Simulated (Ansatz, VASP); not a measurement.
**One calculation of SiO2, two programs**

```
CELL_PARAMETERS angstrom
4.29940 0.00000 0.00000
0.00000 4.29940 0.00000
0.00000 0.00000 3.01250
ATOMIC_POSITIONS crystal
Si 0.50000 0.50000 0.50000
Si 0.00000 0.00000 0.00000
O 0.69301 0.69301 0.00000
O 0.19301 0.80699 0.50000
O 0.30699 0.30699 0.00000
O 0.80699 0.19301 0.50000
```

Alike in both runs: task single point; functional PBE; k mesh 6 × 6 × 8; occupations gaussian, width 0.05 eV; no spin polarisation.

|  | VASP | Ansatz |
| --- | --- | --- |
| version | VASP 6.6.1 | Ansatz 0.2.0 |
| potentials or method | VASP PAW PBE potentials, release 64 (Si, O), cutoff 520 eV | scalar-relativistic, plane waves, PAW |
| valence electrons in the cell | 32 | 32 |

VASP gave:

| Property | Result |
| --- | --- |
| gap on the k mesh at the Fermi level (eV) | 2.37 |
| least direct gap on the mesh (eV) | 2.37 |
| rms of the force components (eV/Å) | 0.117 |

**Question.** Estimate Ansatz's values.

**Answer.** gap on the k mesh at the Fermi level (eV): 2.39; least direct gap on the mesh (eV): 2.39; rms of the force components (eV/Å): 0.118.

Atom by atom the forces differ by 0.000 eV/Å (rms over components).
